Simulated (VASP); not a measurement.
# AlN (Fm-3m) in VASP: a series of runs

Runs on AlN. Level: LDA. Tasks: electric field gradients.

Everything below comes from runs of VASP 6.6.1. Logs are shortened: lines on timing, memory, paths and dates and some standing lists are left out, and cuts for length are marked.

### Step 1. The cell of the first run

The structure is cubic, space group Fm-3m (No. 225). The conventional cell has a = 4.008 Å, b = 4.008 Å, c = 4.008 Å, α = 90.00°, β = 90.00°, γ = 90.00°. Within 2.7 Å of Al (site symmetry m-3m) lie 6 N at 2.00 Å. N (site symmetry m-3m) has 6 Al at 2.00 Å within 2.7 Å.

### Step 2. Electric field gradients, LDA (volume scaled by 1.04)

The input, INCAR:

```
SYSTEM = AlN
PREC = Accurate ; ENCUT = 520
EDIFF = 1E-8 ; ISMEAR = -1
SIGMA = 0.02 ; LREAL = .FALSE.
LASPH = .TRUE. ; NELM = 100
ALGO = Normal ; ISIF = 2
LWAVE = .FALSE. ; LCHARG = .FALSE.
LEFG = .TRUE. ; NBANDS = 11
```

The input, KPOINTS:

```
Automatic mesh
0
G
  10 10 10
  0 0 0
```

The input, POSCAR:

```
AlN
1.0
    0.0000000000      2.0040293008      2.0040293008
    2.0040293008      0.0000000000      2.0040293008
    2.0040293008      2.0040293008      0.0000000000
Al N
1 1
Direct
    0.0000000000      0.0000000000      0.0000000000
    0.5000000000      0.5000000000      0.5000000000
```

Potentials or basis: VASP PAW LDA potentials, release 64 (Al, N).

The run is started by

```
cat potpaw_LDA.64/Al/POTCAR potpaw_LDA.64/N/POTCAR > POTCAR
mpirun -np 1 vasp_std > vasp.out
```

OUTCAR:

```text
SYSTEM = AlN
   PREC = Accurate
   ENCUT = 520
   EDIFF = 1E-8
   ISMEAR = -1
   LREAL = .FALSE.
   LASPH = .TRUE.
   NELM = 100
   ISIF = 2

 ion  position               nearest neighbor table
   1  0.000  0.000  0.000-   2 2.00   2 2.00   2 2.00   2 2.00   2 2.00   2 2.00
   2  0.500  0.500  0.500-   1 2.00   1 2.00   1 2.00   1 2.00   1 2.00   1 2.00

  LATTYP: Found a face centered cubic cell.
 ALAT       =     4.0080586016

  Lattice vectors:

 A1 = (   0.0000000000,   2.0040293008,   2.0040293008)
 A2 = (   2.0040293008,   0.0000000000,   2.0040293008)
 A3 = (   2.0040293008,   2.0040293008,   0.0000000000)

Analysis of symmetry for initial positions (statically):
=====================================================================
 Subroutine PRICEL returns:
 Original cell was already a primitive cell.

 Routine SETGRP: Setting up the symmetry group for a
 face centered cubic supercell.

 Subroutine GETGRP returns: Found 48 space group operations
 (whereof 48 operations were pure point group operations)
 out of a pool of 48 trial point group operations.

The static configuration has the point symmetry O_h .

Analysis of symmetry for dynamics (positions and initial velocities):
=====================================================================
 Subroutine PRICEL returns:
 Original cell was already a primitive cell.

 Routine SETGRP: Setting up the symmetry group for a
 face centered cubic supercell.

 Subroutine GETGRP returns: Found 48 space group operations
 (whereof 48 operations were pure point group operations)
 out of a pool of 48 trial point group operations.

The dynamic configuration has the point symmetry O_h .

 Subroutine INISYM returns: Found 48 space group operations
 (whereof 48 operations are pure point group operations),
 and found     1 'primitive' translations

----------------------------------------------------------------------------------------

                                     Primitive cell

  volume of cell :      16.0969

  direct lattice vectors                    reciprocal lattice vectors
     0.000000000  2.004029301  2.004029301    -0.249497350  0.249497350  0.249497350
     2.004029301  0.000000000  2.004029301     0.249497350 -0.249497350  0.249497350
     2.004029301  2.004029301  0.000000000     0.249497350  0.249497350 -0.249497350

  length of vectors
     2.834125417  2.834125417  2.834125417     0.432142087  0.432142087  0.432142087

  position of ions in fractional coordinates (direct lattice)
     0.000000000  0.000000000  0.000000000
     0.500000000  0.500000000  0.500000000

  ion indices of the primitive-cell ions
   primitive index   ion index
                 1           1
                 2           2

----------------------------------------------------------------------------------------

 KPOINTS: Automatic mesh

Automatic generation of k-mesh.
 Grid dimensions read from file:
 generate k-points for:   10   10   10

 Generating k-lattice:

  Cartesian coordinates                     Fractional coordinates (reciprocal lattice)
    -0.024949735  0.024949735  0.024949735     0.100000000  0.000000000  0.000000000
     0.024949735 -0.024949735  0.024949735     0.000000000  0.100000000  0.000000000
     0.024949735  0.024949735 -0.024949735     0.000000000  0.000000000  0.100000000

  Length of vectors
     0.043214209  0.043214209  0.043214209

  Shift w.r.t. Gamma in fractional coordinates (k-lattice)
     0.000000000  0.000000000  0.000000000

 Subroutine IBZKPT returns following result:
 ===========================================

 Found     47 irreducible k-points:

 Following reciprocal coordinates:
            Coordinates               Weight
  0.000000  0.000000  0.000000      1.000000
  0.100000  0.000000  0.000000      8.000000
  0.200000  0.000000  0.000000      8.000000
  0.300000  0.000000  0.000000      8.000000
  0.400000  0.000000  0.000000      8.000000
  0.500000  0.000000  0.000000      4.000000
[... 16 lines left out ...]
  0.300000  0.300000  0.000000      6.000000
  0.400000  0.300000  0.000000     24.000000
 [... further k-points ...]
   k-points           NKPTS =     47   k-points in BZ     NKDIM =     47   number of bands    NBANDS=     11
   number of dos      NEDOS =    301   number of ions     NIONS =      2
   total plane-waves  NPLWV =  13824
   dimension x,y,z NGX =    24 NGY =   24 NGZ =   24
   dimension x,y,z NGXF=    48 NGYF=   48 NGZF=   48
   ions per type =               1   1
   NGX,Y,Z   is equivalent  to a cutoff of  14.08, 14.08, 14.08 a.u.
   NGXF,Y,Z  is equivalent  to a cutoff of  28.16, 28.16, 28.16 a.u.
 SYSTEM =  AlN
   PREC   = accura    normal or accurate (medium, high low for compatibility)
   ISTART =      0    job   : 0-new  1-cont  2-samecut
   ICHARG =      2    charge: 1-file 2-atom 10-const
   ISPIN  =      1    spin polarized calculation?
   LNONCOLLINEAR =      F non collinear calculations
   LSORBIT =      F    spin-orbit coupling
   LASPH  =      T    aspherical Exc in radial PAW
   ENCUT  =  520.0 eV  38.22 Ry    6.18 a.u.   5.27  5.27  5.27*2*pi/ulx,y,z
   NELM   =    100;   NELMIN=  2; NELMDL= -5     # of ELM steps
   EDIFF  = 0.1E-07   stopping-criterion for ELM
   LREAL  =      F    real-space projection
   EDIFFG = 0.1E-06   stopping-criterion for IOM
   NSW    =      0    number of steps for IOM
   IBRION =     -1    ionic relax: 0-MD 1-quasi-New 2-CG
   NFREE  =      0    steps in history (QN), initial steepest desc. (CG)
   ISIF   =      2    stress and relaxation
   ISYM   =      2    0-nonsym 1-usesym 2-fastsym
   POTIM  = 0.5000    time-step for ionic-motion
   TEBEG  =    0.0;   TEEND  =   0.0 temperature during run
   PSTRESS=    0.0 pullay stress
   NELECT =       8.0000    total number of electrons
   NUPDOWN=      -1.0000    fix difference up-down
   EMIN   =  10.00;   EMAX   =-10.00  energy-range for DOS
   EFERMI =   0.00;   METHOD = LEGACY
   ISMEAR =    -1;   SIGMA  =   0.02  broadening in eV -4-tet -1-fermi 0-gaus
   EFERMI_NEDOS =   21; number of points for ismear=-14 and -15
   IALGO  =     38    algorithm
   IMIX   =      4    mixing-type and parameters
     AMIX     =   0.40;   BMIX     =  1.00
     AMIX_MAG =   1.60;   BMIX_MAG =  1.00
  volume/ion in A,a.u.               =       8.05        54.31
  Fermi-wavevector in a.u.,A,eV,Ry     =   1.296753  2.450509 22.879144  1.681570
  Thomas-Fermi vector in A             =   2.428190
   LORBIT       =      0    0 simple, 1 ext, 2 COOP (PROOUT), +10 PAW based schemes
   GGA     = CA    functional components
   LHFCALC =     F    Hartree Fock is set to
   AEXX    =    0.0000 exact exchange contribution
   IVDW    =     0    specifies the selected vdW correction
   LEPSILON=     F    determine dielectric tensor
   LRPA    =     F    only Hartree local field effects (RPA)
 non-spin polarized calculation
  energy-cutoff  :      520.00
  volume of cell :       16.10
 maximum number of plane-waves:       444
 NGX is ok and might be reduce to    24
   NGX = 11   NGY = 11   NGZ = 11

 number of electron       8.0000000 magnetization

 Free energy of the ion-electron system (eV)
  ---------------------------------------------------
  ext. energy  EPLUGINS =         0.00000000
  ---------------------------------------------------
  free energy    TOTEN  =       -16.23037360 eV

  energy without entropy =      -16.23037360  energy(sigma->0) =      -16.23037360

 E-fermi :  10.5320     XC(G=0): -12.6972

 val. band max:       10.0561117378   @ k =   0.0000   0.0000   0.0000
 cond. band min:      14.7711689188   @ k =   0.5000   0.5000   0.0000
 fundamental gap:      4.7150571809
 Fermi energy:        10.5320382925

 k-point     1 :       0.0000    0.0000    0.0000
  band No.  band energies     occupation
      1      -7.5936      2.00000
      2      10.0561      2.00000
      3      10.0561      2.00000
      4      10.0561      2.00000
      5      16.2128      0.00000
      6      22.1597      0.00000
      7      22.1597      0.00000
      8      22.1597      0.00000
      9      27.4557      0.00000
     10      27.8799      0.00000
     11      27.8799      0.00000
[... 309 lines left out ...]
 k-point    24 :       0.4000    0.3000    0.0000
  band No.  band energies     occupation
      1      -4.4388      2.00000
      2       4.1220      2.00000
      3       7.1664      2.00000
      4       7.7021      2.00000
      5      16.2304      0.00000
      6      16.9581      0.00000
      7      22.4581      0.00000
      8      25.7706      0.00000
      9      26.5563      0.00000
     10      31.9811      0.00000
     11      34.9148      0.00000

 [... further k-points ...]
[... 5 lines left out ...]
  --------------------------------------------------------------------------------------
  -------------------------------------------------------------------------------------
  Total        0.1267535      0.1267535      0.1267535     -0.0000000      0.0000000     -0.0000000
  in kB       12.6161926     12.6161926     12.6161926     -0.0000000      0.0000000     -0.0000000
  external PRESSURE =      12.6161926 kB  Pullay stress =       0.0000000 kB

 VOLUME and BASIS-vectors are now :
 -----------------------------------------------------------------------------
  energy-cutoff  :      520.00
  volume of cell :       16.10
      direct lattice vectors                 reciprocal lattice vectors
     0.000000000  2.004029301  2.004029301    -0.249497350  0.249497350  0.249497350
     2.004029301  0.000000000  2.004029301     0.249497350 -0.249497350  0.249497350
     2.004029301  2.004029301  0.000000000     0.249497350  0.249497350 -0.249497350

 POSITION                                       TOTAL-FORCE (eV/Angst)
 -----------------------------------------------------------------------------------
      0.00000      0.00000      0.00000         0.000000      0.000000      0.000000
      2.00403      2.00403      2.00403        -0.000000     -0.000000     -0.000000
 -----------------------------------------------------------------------------------
    total drift:                               -0.000000     -0.000000      0.000000

  FREE ENERGIE OF THE ION-ELECTRON SYSTEM (eV)
  ---------------------------------------------------
  free  energy   TOTEN  =       -16.2303736029 eV

  energy  without entropy=      -16.2303736029  energy(sigma->0) =      -16.23037360

 Electric field gradients (V/A^2)
---------------------------------------------------------------------
 ion       V_xx      V_yy      V_zz      V_xy      V_xz      V_yz
---------------------------------------------------------------------
   1      -0.000     0.000    -0.000     0.000     0.000     0.000
   2       0.000     0.000     0.000     0.000     0.000     0.000
---------------------------------------------------------------------

 Electric field gradients after diagonalization (V/A^2)
 (convention: |V_zz| > |V_xx| > |V_yy|)
----------------------------------------------------------------------
 ion       V_xx      V_yy      V_zz     asymmetry (V_yy - V_xx)/ V_zz
----------------------------------------------------------------------
   1      -0.000    -0.000     0.000       0.000
   2      -0.000    -0.000     0.001       0.000
----------------------------------------------------------------------

           NMR quadrupolar parameters

 Cq : quadrupolar parameter    Cq=e*Q*V_zz/h
 eta: asymmetry parameters     (V_yy - V_xx)/ V_zz
 Q  : nuclear electric quadrupole moment in mb (millibarn)
----------------------------------------------------------------------
 ion       Cq(MHz)       eta       Q (mb)
----------------------------------------------------------------------
   1       0.000       0.000       1.000
   2       0.000       0.000       1.000
----------------------------------------------------------------------
```

Wall time 2.8 s (1 thread of Intel Xeon 6975P-C (Granite Rapids), shared host); peak memory 0.12 GiB.

What came out:

- Free energy: -16.2304 eV
- Pressure: 1.3 GPa
- Band gap on the k mesh: 4.72 eV, indirect (least direct gap 6.16 eV)

Levels at points of the mesh, in eV from the valence-band top:
```tsv
k point	band 1	band 2	band 3	band 4	band 5	band 6	band 7	band 8	band 9
(0.00, 0.00, 0.00)	-17.65	0.00	0.00	0.00	6.16	12.10	12.10	12.10	17.40
(0.50, 0.00, 0.00)	-14.20	-8.52	-1.13	-1.13	6.29	11.02	11.02	13.51	16.16
(0.50, 0.50, 0.00)	-13.15	-7.59	-2.88	-2.88	4.72	5.15	14.21	17.40	17.40
```

Caveat: without QUAD_EFG the Cq values of the log hold for a quadrupole moment of 1 mb, not for the nuclei. A k mesh can miss the band edges.

### Step 3. Electric field gradients, LDA (volume scaled by 1.04)

The input, INCAR:

```
SYSTEM = AlN
PREC = Accurate ; ENCUT = 520
EDIFF = 1E-8 ; ISMEAR = -1
SIGMA = 0.02 ; LREAL = .False.
LASPH = .True. ; NELM = 80
ALGO = Normal ; ISIF = 2
LWAVE = .False. ; LCHARG = .False.
GGA = CA ; LEFG = .True.
NBANDS = 11
```

The input, KPOINTS:

```
regular mesh
0
Gamma
  10 10 10
  0 0 0
```

POSCAR is that of step 2.

Potentials or basis: VASP PAW LDA potentials, release 64 (Al, N).

The run is started by

```
cat potpaw_LDA.64/Al/POTCAR potpaw_LDA.64/N/POTCAR > POTCAR
mpirun -np 1 vasp_std > vasp.out
```

OUTCAR:

```text
SYSTEM = AlN
   PREC = Accurate
   ENCUT = 520
   EDIFF = 1E-8
   ISMEAR = -1
   LREAL = .False.
   LASPH = .True.
   NELM = 80
   ISIF = 2
   GGA = CA

 ion  position               nearest neighbor table
   1  0.000  0.000  0.000-   2 2.00   2 2.00   2 2.00   2 2.00   2 2.00   2 2.00
   2  0.500  0.500  0.500-   1 2.00   1 2.00   1 2.00   1 2.00   1 2.00   1 2.00

  LATTYP: Found a face centered cubic cell.
 ALAT       =     4.0080586016

  Lattice vectors:

 A1 = (   0.0000000000,   2.0040293008,   2.0040293008)
 A2 = (   2.0040293008,   0.0000000000,   2.0040293008)
 A3 = (   2.0040293008,   2.0040293008,   0.0000000000)

Analysis of symmetry for initial positions (statically):
=====================================================================
 Subroutine PRICEL returns:
 Original cell was already a primitive cell.

 Routine SETGRP: Setting up the symmetry group for a
 face centered cubic supercell.

[... 525 lines left out ...]
      direct lattice vectors                 reciprocal lattice vectors
     0.000000000  2.004029301  2.004029301    -0.249497350  0.249497350  0.249497350
     2.004029301  0.000000000  2.004029301     0.249497350 -0.249497350  0.249497350
     2.004029301  2.004029301  0.000000000     0.249497350  0.249497350 -0.249497350

 POSITION                                       TOTAL-FORCE (eV/Angst)
 -----------------------------------------------------------------------------------
      0.00000      0.00000      0.00000         0.000000      0.000000      0.000000
      2.00403      2.00403      2.00403        -0.000000     -0.000000     -0.000000
 -----------------------------------------------------------------------------------
    total drift:                               -0.000000     -0.000000      0.000000

  FREE ENERGIE OF THE ION-ELECTRON SYSTEM (eV)
  ---------------------------------------------------
  free  energy   TOTEN  =       -16.2303736029 eV

  energy  without entropy=      -16.2303736029  energy(sigma->0) =      -16.23037360

 Electric field gradients (V/A^2)
---------------------------------------------------------------------
 ion       V_xx      V_yy      V_zz      V_xy      V_xz      V_yz
---------------------------------------------------------------------
   1      -0.000     0.000    -0.000     0.000     0.000     0.000
   2       0.000     0.000     0.000     0.000     0.000     0.000
---------------------------------------------------------------------

 Electric field gradients after diagonalization (V/A^2)
 (convention: |V_zz| > |V_xx| > |V_yy|)
----------------------------------------------------------------------
 ion       V_xx      V_yy      V_zz     asymmetry (V_yy - V_xx)/ V_zz
----------------------------------------------------------------------
   1      -0.000    -0.000     0.000       0.000
   2      -0.000    -0.000     0.001       0.000
----------------------------------------------------------------------

           NMR quadrupolar parameters

 Cq : quadrupolar parameter    Cq=e*Q*V_zz/h
 eta: asymmetry parameters     (V_yy - V_xx)/ V_zz
 Q  : nuclear electric quadrupole moment in mb (millibarn)
----------------------------------------------------------------------
 ion       Cq(MHz)       eta       Q (mb)
----------------------------------------------------------------------
   1       0.000       0.000       1.000
   2       0.000       0.000       1.000
----------------------------------------------------------------------
```

OSZICAR:

```text
N       E                     dE             d eps       ncg     rms          rms(c)
DAV:   1     0.621860780658E+01    0.62186E+01   -0.41255E+03  1106   0.625E+02
DAV:   2    -0.174814937252E+02   -0.23700E+02   -0.22947E+02  1245   0.124E+02
DAV:   3    -0.181319961302E+02   -0.65050E+00   -0.64938E+00  1253   0.173E+01
DAV:   4    -0.181341265530E+02   -0.21304E-02   -0.21303E-02  1133   0.119E+00
DAV:   5    -0.181341381680E+02   -0.11615E-04   -0.11615E-04  1211   0.838E-02    0.779E+00
DAV:   6    -0.162888356559E+02    0.18453E+01   -0.81391E+00  1082   0.149E+01    0.280E+00
DAV:   7    -0.162496971114E+02    0.39139E-01   -0.12660E-01  1184   0.250E+00    0.174E+00
DAV:   8    -0.162304657539E+02    0.19231E-01   -0.13406E-02  1076   0.106E+00    0.251E-01
DAV:   9    -0.162303722695E+02    0.93484E-04   -0.51049E-04  1172   0.129E-01    0.149E-01
DAV:  10    -0.162303739239E+02   -0.16544E-05   -0.17178E-05  1124   0.309E-02    0.247E-02
DAV:  11    -0.162303736115E+02    0.31241E-06   -0.40782E-07  1204   0.503E-03    0.484E-03
DAV:  12    -0.162303736029E+02    0.86446E-08   -0.27307E-08  1118   0.114E-03
   1 F= -.16230374E+02 E0= -.16230374E+02  d E =-.139633E-12
```

stdout:

```text
POSCAR found type information on POSCAR AlN
 POSCAR found :  2 types and       2 ions
 scaLAPACK will be used
 LDA part: xc-table for (Slater(with rela. corr.)+CA(PZ))
 , standard interpolation
 POSCAR, INCAR and KPOINTS ok, starting setup
 FFT: planning ... GRIDC
 FFT: planning ... GRID_SOFT
 FFT: planning ... GRID
 WAVECAR not read
 entering main loop
ion   1

ion   2
```

Wall time 2.8 s (1 thread of Intel Xeon 6975P-C (Granite Rapids), shared host); peak memory 0.12 GiB.

What came out:

```yaml
Free_energy: -16.2304 eV
Pressure: 1.3 GPa
Band_gap_on_the_k_mesh: 4.72 eV, indirect (least direct gap 6.16 eV)
```

Levels at points of the mesh, in eV from the valence-band top:
```
           k point  band 2  band 3  band 4  band 5  band 6  band 7
(0.00, 0.00, 0.00)    0.00    0.00    0.00    6.16   12.10   12.10
(0.50, 0.00, 0.00)   -8.52   -1.13   -1.13    6.29   11.02   11.02
(0.50, 0.50, 0.00)   -7.59   -2.88   -2.88    4.72    5.15   14.21
```

Caveat: without QUAD_EFG the Cq values of the log hold for a quadrupole moment of 1 mb, not for the nuclei. A k mesh can miss the band edges.

[end of part 1 of 2]
